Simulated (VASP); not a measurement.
## SiO2: single point with PBE

Crystal: SiO2.

```
Si O
1.0
    -2.54610    2.54610    3.70301
     2.54610   -2.54610    3.70301
     2.54610    2.54610   -3.70301
Si O
2 4
Cartesian
  0.0000 0.0000 0.0000
  0.0000 2.5461 1.8515
  1.2730 2.9542 2.7773
  0.4081 1.2730 0.9258
  -1.2730 2.1380 2.7773
  -0.4081 3.8191 0.9258
```

This cell differs from its parent crystal: volume scaled by 1.03, then relaxed in part.

- Program: VASP 6.6.1
- Task: single point
- Functional: PBE
- Potentials or basis: VASP PAW PBE potentials, release 64 (Si, O)
- Cutoff: 520 eV
- k mesh: 6 × 6 × 6
- Occupations: gaussian, width 0.02 eV
- Spin: no spin polarisation

* Pressure: -0.6 GPa
* Largest force: 0.005 eV/Å
* Band gap on the k mesh: 5.63 eV, direct

Forces on the atoms (eV/Å):
```
Si   0.000  0.000  0.000
Si   0.000  0.000  0.000
O    0.000 -0.005  0.000
O   -0.005  0.000  0.000
O    0.000  0.005  0.000
O    0.005  0.000  0.000
```

Levels at points of the mesh, in eV from the valence-band top:
```tsv
k point	band 14	band 15	band 16	band 17	band 18	band 19
(0.00, 0.00, 0.00)	-0.52	0.00	0.00	5.63	8.69	9.80
(0.50, 0.00, 0.00)	-0.83	-0.61	-0.11	7.78	8.65	9.37
(0.50, 0.50, 0.00)	-1.06	-0.41	-0.41	8.72	8.72	10.00
(0.50, 0.50, 0.50)	-1.42	-0.41	-0.41	8.60	8.60	10.35
```

Run time: 30 s on 1 thread of Intel(R) Xeon(R) 6975P-C (Granite Rapids), with other jobs on the host, peak memory 0.24 GiB.

 A k mesh can miss the band edges.
